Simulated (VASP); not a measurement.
A run of VASP 6.6.1:

File INCAR:

```
PREC = Accurate ; ENCUT = 520
EDIFF = 1E-6 ; ISMEAR = -1
SIGMA = 0.08 ; LREAL = False
LASPH = True ; NELM = 60
ALGO = Normal ; ISIF = 2
LWAVE = False ; LCHARG = False
GGA = PE ; NBANDS = 12
```

The input KPOINTS:

```
Automatic mesh
0
Gamma
  19 19 19
```

Contents of POSCAR:

```
Cu
1.0
    0.0000000000      1.8075000000      1.8436500000
    1.8075000000      0.0000000000      1.8436500000
    1.8075000000      1.8075000000      0.0000000000
Cu
1
Direct
    0.0000000000      0.0000000000      0.0000000000
```

Potentials or basis: VASP PAW PBE potentials, release 64 (Cu).

Command:

```sh
$ cat potpaw_PBE.64/Cu/POTCAR > POTCAR
$ mpirun -np 1 vasp_std > vasp.out
```

Hardware: 1 thread of Intel(R) Xeon(R) 6975P-C (Granite Rapids), on a shared host.

Problem. How long does it take, and how much memory?

Solution. Run time: 32 s on 1 thread of Intel(R) Xeon(R) 6975P-C (Granite Rapids), on a shared host, peak memory 0.18 GiB. Counts: scf iterations 11, k points 550.
